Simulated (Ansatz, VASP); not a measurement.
**ZnO in VASP and in Ansatz**

```
CELL_PARAMETERS angstrom
0.00000 2.16488 2.16488
2.16488 0.00000 2.16488
2.16488 2.16488 0.00000
ATOMIC_POSITIONS crystal
Zn 0.50000 0.50000 0.50000
O 0.00000 0.00000 0.00000
```

Alike in both runs: functional PBE; k mesh 12 × 12 × 12; occupations gaussian, width 0.02 eV; no spin polarisation.

Ansatz relaxed the structure, and its values are those at the end. VASP's run is a single point on that final structure, the one shown.

|  | VASP | Ansatz |
| --- | --- | --- |
| version | VASP 6.6.1 | Ansatz 0.2.0 |
| potentials or method | VASP PAW PBE potentials, release 64 (Zn, O), cutoff 520 eV | scalar-relativistic, plane waves, PAW |
| valence electrons in the cell | 18 | 18 |

Ansatz gave:

| Property | Result |
| --- | --- |
| gap on the k mesh at the Fermi level (eV) | 0.75 |
| least direct gap on the mesh (eV) | 1.99 |
| pressure (GPa) | 0.0 |

Q: What did VASP give for the same quantities?

A: gap on the k mesh at the Fermi level (eV): 0.72; least direct gap on the mesh (eV): 1.96; pressure (GPa): 1.0.

With one functional, cell and mesh, what is left measures potentials, basis and numerics.
